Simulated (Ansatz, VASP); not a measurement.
# One calculation of AlClF2, two programs

```xyz
8
Lattice="4.3004 0.0000 0.0000 -2.1502 3.7243 0.0000 0.0000 0.0000 13.2553" Properties=species:S:1:pos:R:3 pbc="T T T"
Al    0.0000    0.0000    3.3138
Al    0.0000    0.0000    9.9415
Cl    0.0000    2.4828    9.9415
Cl    2.1502    1.2414    3.3138
F     0.0000    0.0000   11.5892
F     0.0000    0.0000    4.9615
F     0.0000    0.0000    1.6661
F     0.0000    0.0000    8.2938
```

Alike in both runs: functional PBE; k mesh 6 × 6 × 2; occupations gaussian, width 0.02 eV; no spin polarisation.

Ansatz relaxed the structure, and its values are those at the end. VASP's run is a single point on that final structure, the one shown.

```csv
,VASP,Ansatz
version,VASP 6.6.1,Ansatz 0.2.0
potentials or method,"VASP PAW PBE potentials, release 64 (Al, Cl, F), cutoff 520 eV","scalar-relativistic, plane waves, PAW"
valence electrons in the cell,48,48
```

Ansatz gave:

- gap on the k mesh at the Fermi level (eV): 4.14
- least direct gap on the mesh (eV): 4.83
- pressure (GPa): 0.0
- rms of the force components (eV/Å): 0.000

Task: What did VASP give for the same quantities?

Result: gap on the k mesh at the Fermi level (eV): 4.14; least direct gap on the mesh (eV): 4.84; pressure (GPa): 0.1; rms of the force components (eV/Å): 0.066.

Ansatz's warnings: xc potential rough in thin density.
